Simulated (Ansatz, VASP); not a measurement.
## NaH in VASP and in Ansatz

Contents of POSCAR:

```
NaH
1.0
    4.1315745458      0.0000000000      0.0000000000
   -2.0657872729      3.5780485143      0.0000000000
    0.0000000000      0.0000000000      4.7115122025
Na H
2 2
Direct
    0.3333333333      0.6666666667     -0.0625000000
    0.6666666667      0.3333333333      0.4375000000
    0.3333333333      0.6666666667      0.4375000000
    0.6666666667      0.3333333333      0.9375000000
```

INCAR.step1

```
SYSTEM = NaH
  ALGO = Normal
  EDIFF = 1E-4
  ENCUT = 520
  GGA = PE
  ISMEAR = 0
  LASPH = .TRUE.
  LCHARG = .FALSE.
  LREAL = .FALSE.
  LWAVE = .TRUE.
  NBANDS = 16
  NELM = 100
  PREC = Accurate
  SIGMA = 0.01
```

File INCAR.step2:

```
SYSTEM = NaH
  ALGO = Normal
  EDIFF = 1E-7
  ENCUT = 520
  ISIF = 2
  ISMEAR = 0
  ISTART = 1
  LASPH = .TRUE.
  LCHARG = .TRUE.
  LELF = .TRUE.
  LMIXTAU = .TRUE.
  LREAL = .FALSE.
  LVHAR = .TRUE.
  LWAVE = .FALSE.
  METAGGA = R2SCAN
  NBANDS = 16
  NELM = 100
  PREC = Accurate
  SIGMA = 0.01
```

File KPOINTS:

```
k-points
0
G
  12 12 6
  0 0 0
```

Input for Ansatz:

```yaml
crystal:
  lattice:
    - [4.1315745458, 0.0, 0.0]
    - [-2.0657872729, 3.5780485143, 0.0]
    - [0.0, 0.0, 4.7115122025]
  atoms:
    - { symbol: Na, position: [0.3333333333, 0.6666666667, -0.0625] }
    - { symbol: Na, position: [0.6666666667, 0.3333333333, 0.4375] }
    - { symbol: H, position: [0.3333333333, 0.6666666667, 0.4375] }
    - { symbol: H, position: [0.6666666667, 0.3333333333, 0.9375] }
kpoints:
  mp_grid: { grid: [12, 12, 6] }
  band_path:
    path:
      - [0.0, 0.0, 0.0]
      - [0.5, 0.0, 0.0]
      - [0.3333333333, 0.3333333333, 0.0]
      - [0.0, 0.0, 0.5]
      - [0.5, 0.0, 0.5]
      - [0.3333333333, 0.3333333333, 0.5]
      - [0.3, 0.3, 0.0]
    npoints: 1
hamiltonian:
  xc: r2scan
scf:
  occupations: { method: fixed }
  n_extra_bands: 5
output:
  forces: true
  stress: true
  eigenvalues: true
```

Change from the starting cell: epitaxial_xy strain +4.5%.

Alike in both runs: task single point; functional r2SCAN; k mesh 12 × 12 × 6; no spin polarisation.

|  | VASP | Ansatz |
| --- | --- | --- |
| version | VASP 6.6.1 | Ansatz 0.2.0 |
| potentials or method | VASP PAW PBE potentials, release 64 (Na_pv, H) | plane waves, PAW |
| plane-wave cutoff (eV) | 520 | 500 |
| occupations | gaussian, width 0.01 eV | fixed |
| valence electrons in the cell | 16 | 20 |

VASP gave:

* gap on the k mesh at the Fermi level (eV): 3.37
* pressure (GPa): -1.1
* traceless stress, the component that is largest in VASP (GPa): 1.09

Question: What did Ansatz give for the same quantities?

Answer: gap on the k mesh at the Fermi level (eV): 3.36; pressure (GPa): -0.9; traceless stress, the component that is largest in VASP (GPa): 0.95.

VASP's potentials were made for PBE, not for r2SCAN. VASP's potentials hold 16 valence electrons a cell and Ansatz's 20, so a difference there can come from the potentials and not from the codes.
